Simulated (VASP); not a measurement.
Here is a VASP 6.6.1 calculation.

File INCAR:

```
PREC     = Accurate       # precision mode
ENCUT    = 600            # plane-wave cutoff, eV
EDIFF    = 1E-6           # SCF threshold, eV
ISMEAR   = 0              # smearing method
SIGMA    = 0.01           # smearing width, eV
LREAL    = False          # projectors in reciprocal space
LASPH    = True           # aspherical terms in the spheres
NELM     = 120            # most SCF steps
ALGO     = Normal         # electronic algorithm
ISIF     = 2              # what is computed and relaxed
LWAVE    = False          # write WAVECAR
LCHARG   = False          # write CHGCAR
GGA      = B5             # functional
ALDAX    = 1.0          
AGGAX    = 1.0          
AGGAC    = 1.0          
ALDAC    = 0.0          
IVDW     = 12             # dispersion correction
VDW_S6   = 1.0          
VDW_S8   = 2.6996       
VDW_A1   = 0.4298       
VDW_A2   = 4.2359       
NBANDS   = 26             # bands
GGA_COMPAT= False
```

KPOINTS

```
regular mesh
0
Gamma
  4 4 4
```

File POSCAR:

```
CuI
1.0
    3.2045534557     -3.4612817434      0.0000000000
    3.2045534557      3.4612817434      0.0000000000
    0.0000000000      0.0000000000      4.4346641222
Cu I
2 2
Direct
    0.4106852998      0.5893147002      0.7500000000
    0.5893147002      0.4106852998      0.2500000000
    0.7924124853      0.2075875147      0.7500000000
    0.2075875147      0.7924124853      0.2500000000
```

Potentials or basis: VASP PAW PBE potentials, release 64 (Cu, I).

Run with:

```sh
$ cat potpaw_PBE.64/Cu/POTCAR potpaw_PBE.64/I/POTCAR > POTCAR
$ mpirun -np 1 vasp_std > vasp.out
```

(1) What does it give for the largest force?

(2) Estimate the band gap on the k mesh.

Results:

(1) 0.013 eV/Å.

(2) 0.86 eV.

Caveat: the PAW data sets were made with another functional, which shifts forces and pressure a little; spin-orbit coupling is left out, which moves the levels of the heavy elements.
